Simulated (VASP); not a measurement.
# CsBr (Pm-3m) in VASP: further runs

Runs on CsBr. Level: PBE. Tasks: single point.

Program: VASP 6.6.1. These are calculated values, not measurements. Logs are shortened: lines on timing, memory, paths and dates and some standing lists are left out, and cuts for length are marked.

### 1 The cell of the first run

It takes space group Pm-3m (No. 221, cubic). Conventional cell: a = 4.387 Å, b = 4.387 Å, c = 4.387 Å, α = 90.00°, β = 90.00°, γ = 90.00°. Cs (site symmetry m-3m) has 8 Br at 3.80 Å and 6 Cs at 4.39 Å within 5.0 Å. Within 5.0 Å of Br (site symmetry m-3m) lie 8 Cs at 3.80 Å and 6 Br at 4.39 Å.

### 2 Single point, PBE

INCAR reads:

```
PREC     = Accurate       # precision mode
ENCUT    = 520            # plane-wave cutoff, eV
EDIFF    = 1E-6           # SCF threshold, eV
ISMEAR   = 0              # smearing method
SIGMA    = 0.01           # smearing width, eV
LREAL    = Auto         
LASPH    = T              # aspherical terms in the spheres
NELM     = 100            # most SCF steps
ALGO     = Normal         # electronic algorithm
ISIF     = 2              # what is computed and relaxed
LWAVE    = F              # write WAVECAR
LCHARG   = F              # write CHGCAR
GGA      = PE             # functional
NBANDS   = 150            # bands
```

KPOINTS reads:

```
Automatic mesh
0
Gamma
  2 2 2
```

POSCAR reads:

```
CsBr
1.0
    8.7730026087      8.7730026087      0.0000000000
    8.7730026087      0.0000000000     -8.7730026087
    0.0000000000      8.7730026087     -8.7730026087
Cs Br
16 16
Direct
    0.2500000000      0.2500000000      0.7500000000
    0.2500000000      0.2500000000      0.2500000000
    0.2500000000      0.7500000000      0.7500000000
    0.2500000000      0.7500000000      0.2500000000
    0.5000000000      0.5000000000      0.0000000000
    0.7500000000      0.2500000000      0.7500000000
    0.5000000000      0.5000000000      0.5000000000
    0.7500000000      0.2500000000      0.2500000000
    0.5000000000      0.0000000000      0.0000000000
    0.7500000000      0.7500000000      0.7500000000
    0.5000000000      0.0000000000      0.5000000000
    0.7500000000      0.7500000000      0.2500000000
    0.0000000000      0.5000000000      0.0000000000
    0.0000000000      0.5000000000      0.5000000000
    0.0000000000      0.0000000000      0.0000000000
    0.0000000000      0.0000000000      0.5000000000
    0.3750000000      0.8750000000      0.8750000000
    0.3750000000      0.8750000000      0.3750000000
    0.3750000000      0.3750000000      0.8750000000
    0.3750000000      0.3750000000      0.3750000000
    0.6250000000      0.1250000000      0.1250000000
    0.8750000000      0.8750000000      0.8750000000
    0.6250000000      0.1250000000      0.6250000000
    0.8750000000      0.8750000000      0.3750000000
    0.6250000000      0.6250000000      0.1250000000
    0.8750000000      0.3750000000      0.8750000000
    0.6250000000      0.6250000000      0.6250000000
    0.8750000000      0.3750000000      0.3750000000
    0.1250000000      0.1250000000      0.1250000000
    0.1250000000      0.1250000000      0.6250000000
    0.1250000000      0.6250000000      0.1250000000
    0.1250000000      0.6250000000      0.6250000000
```

Potentials or basis: VASP PAW PBE potentials, release 64 (Cs_sv, Br).

On the command line:

```console
> cat potpaw_PBE.64/Cs_sv/POTCAR potpaw_PBE.64/Br/POTCAR > POTCAR
> mpirun -np 1 vasp_std > vasp.out
```

OUTCAR:

```text
PREC = Accurate
   ENCUT = 520
   EDIFF = 1E-6
   ISMEAR = 0
   LREAL = Auto
   LASPH = T
   NELM = 100
   ISIF = 2
   GGA = PE

 ion  position               nearest neighbor table
   1  0.250  0.250  0.750-
   2  0.250  0.250  0.250-
   3  0.250  0.750  0.750-
   4  0.250  0.750  0.250-
   5  0.500  0.500  0.000-
   6  0.750  0.250  0.750-
[... 24 lines left out ...]
  31  0.125  0.625  0.125-
  32  0.125  0.625  0.625-

  LATTYP: Found a face centered cubic cell.
 ALAT       =    17.5460052174

  Lattice vectors:

 A1 = (   8.7730026087,   8.7730026087,   0.0000000000)
 A2 = (   8.7730026087,   0.0000000000,  -8.7730026087)
 A3 = (   0.0000000000,   8.7730026087,  -8.7730026087)

Analysis of symmetry for initial positions (statically):
=====================================================================
 Subroutine PRICEL returns following result:

  LATTYP: Found a simple cubic cell.
 ALAT       =     4.3865013044

  Lattice vectors:

 A1 = (   0.0000000000,   0.0000000000,   4.3865013044)
 A2 = (   4.3865013044,   0.0000000000,   0.0000000000)
 A3 = (   0.0000000000,   4.3865013044,   0.0000000000)

  16 primitive cells build up your supercell.

 Routine SETGRP: Setting up the symmetry group for a
 face centered cubic supercell.

 Subroutine GETGRP returns: Found 48 space group operations
 (whereof 48 operations were pure point group operations)
 out of a pool of 48 trial point group operations.

The static configuration has the point symmetry O_h .

Analysis of symmetry for dynamics (positions and initial velocities):
=====================================================================
 Subroutine PRICEL returns following result:

  LATTYP: Found a simple cubic cell.
 ALAT       =     4.3865013044

  Lattice vectors:

 A1 = (   0.0000000000,   0.0000000000,   4.3865013044)
 A2 = (   4.3865013044,   0.0000000000,   0.0000000000)
 A3 = (   0.0000000000,   4.3865013044,   0.0000000000)

  16 primitive cells build up your supercell.

 Routine SETGRP: Setting up the symmetry group for a
 face centered cubic supercell.

 Subroutine GETGRP returns: Found 48 space group operations
 (whereof 48 operations were pure point group operations)
 out of a pool of 48 trial point group operations.

The dynamic configuration has the point symmetry O_h .

 Subroutine INISYM returns: Found 48 space group operations
 (whereof 48 operations are pure point group operations),
 and found    16 'primitive' translations

----------------------------------------------------------------------------------------

                                     Primitive cell

  volume of cell :      84.4024

  direct lattice vectors                    reciprocal lattice vectors
     0.000000000  0.000000000  4.386501304     0.000000000  0.000000000  0.227972120
     4.386501304  0.000000000  0.000000000     0.227972120  0.000000000  0.000000000
     0.000000000  4.386501304  0.000000000     0.000000000  0.227972120  0.000000000

  length of vectors
     4.386501304  4.386501304  4.386501304     0.227972120  0.227972120  0.227972120

  position of ions in fractional coordinates (direct lattice)
     0.000000000  0.000000000  0.000000000
     0.500000000  0.500000000  0.500000000

  ion indices of the primitive-cell ions
   primitive index   ion index
                 1           1
                 2          19

----------------------------------------------------------------------------------------

 KPOINTS: Automatic mesh

Automatic generation of k-mesh.
 Grid dimensions read from file:
 generate k-points for:    2    2    2

 Generating k-lattice:

  Cartesian coordinates                     Fractional coordinates (reciprocal lattice)
     0.028496515  0.028496515  0.028496515     0.500000000  0.000000000  0.000000000
     0.028496515 -0.028496515 -0.028496515     0.000000000  0.500000000  0.000000000
    -0.028496515  0.028496515 -0.028496515     0.000000000  0.000000000  0.500000000

  Length of vectors
     0.049357412  0.049357412  0.049357412

  Shift w.r.t. Gamma in fractional coordinates (k-lattice)
     0.000000000  0.000000000  0.000000000

 Subroutine IBZKPT returns following result:
 ===========================================

 Found      3 irreducible k-points:

 Following reciprocal coordinates:
            Coordinates               Weight
  0.000000  0.000000  0.000000      1.000000
  0.500000  0.000000  0.000000      4.000000
  0.500000  0.500000  0.000000      3.000000
   k-points           NKPTS =      3   k-points in BZ     NKDIM =      3   number of bands    NBANDS=    150
   number of dos      NEDOS =    301   number of ions     NIONS =     32
   total plane-waves  NPLWV = 884736
   dimension x,y,z NGX =    96 NGY =   96 NGZ =   96
   dimension x,y,z NGXF=   192 NGYF=  192 NGZF=  192
   ions per type =              16  16
   NGX,Y,Z   is equivalent  to a cutoff of  12.86, 12.86, 12.86 a.u.
   NGXF,Y,Z  is equivalent  to a cutoff of  25.73, 25.73, 25.73 a.u.
 SYSTEM =  unknown system
   PREC   = accura    normal or accurate (medium, high low for compatibility)
   ISTART =      0    job   : 0-new  1-cont  2-samecut
   ICHARG =      2    charge: 1-file 2-atom 10-const
   ISPIN  =      1    spin polarized calculation?
   LNONCOLLINEAR =      F non collinear calculations
   LSORBIT =      F    spin-orbit coupling
   LASPH  =      T    aspherical Exc in radial PAW
   ENCUT  =  520.0 eV  38.22 Ry    6.18 a.u.  23.07 23.07 23.07*2*pi/ulx,y,z
   NELM   =    100;   NELMIN=  2; NELMDL= -5     # of ELM steps
   EDIFF  = 0.1E-05   stopping-criterion for ELM
   LREAL  =      T    real-space projection
   EDIFFG = 0.1E-04   stopping-criterion for IOM
   NSW    =      0    number of steps for IOM
   IBRION =     -1    ionic relax: 0-MD 1-quasi-New 2-CG
   NFREE  =      0    steps in history (QN), initial steepest desc. (CG)
   ISIF   =      2    stress and relaxation
   ISYM   =      2    0-nonsym 1-usesym 2-fastsym
   POTIM  = 0.5000    time-step for ionic-motion
   TEBEG  =    0.0;   TEEND  =   0.0 temperature during run
   PSTRESS=    0.0 pullay stress
   NELECT =     256.0000    total number of electrons
   NUPDOWN=      -1.0000    fix difference up-down
   EMIN   =  10.00;   EMAX   =-10.00  energy-range for DOS
   EFERMI =   0.00;   METHOD = LEGACY
   ISMEAR =     0;   SIGMA  =   0.01  broadening in eV -4-tet -1-fermi 0-gaus
   EFERMI_NEDOS =   21; number of points for ismear=-14 and -15
   IALGO  =     38    algorithm
   IMIX   =      4    mixing-type and parameters
     AMIX     =   0.40;   BMIX     =  1.00
     AMIX_MAG =   1.60;   BMIX_MAG =  1.00
  volume/ion in A,a.u.               =      42.20       284.79
  Fermi-wavevector in a.u.,A,eV,Ry     =   0.940437  1.777169 12.033299  0.884423
  Thomas-Fermi vector in A             =   2.067849
   LORBIT       =      0    0 simple, 1 ext, 2 COOP (PROOUT), +10 PAW based schemes
   GGA     = PE    functional components
   LHFCALC =     F    Hartree Fock is set to
   AEXX    =    0.0000 exact exchange contribution
   IVDW    =     0    specifies the selected vdW correction
   LEPSILON=     F    determine dielectric tensor
   LRPA    =     F    only Hartree local field effects (RPA)
 non-spin polarized calculation
 Gauss-broadening in eV      SIGMA  =   0.01
  energy-cutoff  :      520.00
  volume of cell :     1350.44
 maximum number of plane-waves:     36360
 NGX is ok and might be reduce to    96
   NGX = 47   NGY = 47   NGZ = 47

 number of electron     255.9999963 magnetization

 Free energy of the ion-electron system (eV)
  ---------------------------------------------------
  ext. energy  EPLUGINS =         0.00000000
  ---------------------------------------------------
  free energy    TOTEN  =       -96.39432017 eV

  energy without entropy =      -96.39432017  energy(sigma->0) =      -96.39432017

 E-fermi :  -0.5089     XC(G=0):  -7.7691

 val. band max:       -0.6185341843   @ k =   0.0000   0.0000   0.0000
 cond. band min:       3.6322090065   @ k =   0.0000   0.0000   0.0000
 fundamental gap:      4.2507431908
 Fermi energy:        -0.5089432099

 k-point     1 :       0.0000    0.0000    0.0000
  band No.  band energies     occupation
      1     -20.5122      2.00000
      2     -20.4728      2.00000
      3     -20.4728      2.00000
      4     -20.4728      2.00000
      5     -20.4565      2.00000
      6     -20.4565      2.00000
[... 132 lines left out ...]
    139       5.2720      0.00000
    140       5.2720      0.00000

 k-point     2 :       0.5000    0.0000    0.0000
  band No.  band energies     occupation
      1     -20.4953      2.00000
      2     -20.4953      2.00000
      3     -20.4684      2.00000
      4     -20.4684      2.00000
      5     -20.4684      2.00000
      6     -20.4684      2.00000
[... 132 lines left out ...]
    139       5.1674      0.00000
    140       5.1675      0.00000

 k-point     3 :       0.5000    0.5000    0.0000
  band No.  band energies     occupation
      1     -20.4926      2.00000
      2     -20.4926      2.00000
      3     -20.4741      2.00000
      4     -20.4741      2.00000
      5     -20.4741      2.00000
      6     -20.4741      2.00000
[... 132 lines left out ...]
    139       5.1350      0.00000
    140       5.1350      0.00000
 [bands above 140 left out]

------------------------ aborting loop because EDIFF is reached ----------------------------------------

  FORCE on cell =-STRESS in cart. coord.  units (eV):
  Direction    XX          YY          ZZ          XY          YZ          ZX
  --------------------------------------------------------------------------------------
  -------------------------------------------------------------------------------------
  Total        0.2241985      0.2241985      0.2241985      0.0000000     -0.0000000      0.0000000
  in kB        0.2659920      0.2659920      0.2659920      0.0000000     -0.0000000      0.0000000
  external PRESSURE =       0.2659920 kB  Pullay stress =       0.0000000 kB

 VOLUME and BASIS-vectors are now :
 -----------------------------------------------------------------------------
  energy-cutoff  :      520.00
  volume of cell :     1350.44
      direct lattice vectors                 reciprocal lattice vectors
     8.773002609  8.773002609  0.000000000     0.056993030  0.056993030  0.056993030
     8.773002609  0.000000000 -8.773002609     0.056993030 -0.056993030 -0.056993030
     0.000000000  8.773002609 -8.773002609    -0.056993030  0.056993030 -0.056993030

 POSITION                                       TOTAL-FORCE (eV/Angst)
 -----------------------------------------------------------------------------------
      4.38650      8.77300     -8.77300         0.000000     -0.000000     -0.000000
      4.38650      4.38650     -4.38650         0.000000     -0.000000     -0.000000
      8.77300      8.77300    -13.15950        -0.000000      0.000000     -0.000000
      8.77300      4.38650     -8.77300        -0.000000      0.000000     -0.000000
      8.77300      4.38650     -4.38650         0.000000     -0.000000      0.000000
      8.77300     13.15950     -8.77300         0.000000      0.000000      0.000000
[... 24 lines left out ...]
      6.57975      2.19325     -6.57975         0.000000      0.000000      0.000000
      6.57975      6.57975    -10.96625         0.000000     -0.000000     -0.000000
 -----------------------------------------------------------------------------------
    total drift:                                0.000000      0.000000      0.000000

  FREE ENERGIE OF THE ION-ELECTRON SYSTEM (eV)
  ---------------------------------------------------
  free  energy   TOTEN  =       -96.3943201666 eV

  energy  without entropy=      -96.3943201666  energy(sigma->0) =      -96.39432017
```

Wall time 20 min (1 thread of Intel Xeon Platinum 8488C (Sapphire Rapids), shared host); peak memory 1.7 GiB.

What came out:

```
Free energy            : -96.3943 eV
Pressure               : 0.0 GPa
Band gap on the k mesh : 4.25 eV
```

Levels at points of the mesh, in eV from the valence-band top:
| k point | band 124 | band 125 | band 126 | band 127 | band 128 | band 129 | band 130 | band 131 | band 132 | band 133 |
| --- | --- | --- | --- | --- | --- | --- | --- | --- | --- | --- |
| (0.00, 0.00, 0.00) | -0.02 | -0.02 | 0.00 | 0.00 | 0.00 | 4.25 | 4.96 | 4.96 | 5.21 | 5.21 |
| (0.50, 0.00, 0.00) | -0.16 | -0.16 | -0.16 | -0.16 | -0.16 | 5.15 | 5.15 | 5.56 | 5.56 | 5.56 |
| (0.50, 0.50, 0.00) | -0.10 | -0.09 | -0.09 | -0.09 | -0.09 | 5.33 | 5.33 | 5.46 | 5.46 | 5.63 |

Caveat: spin-orbit coupling is left out, which moves the levels of the heavy elements.

[end of part 1 of 2]
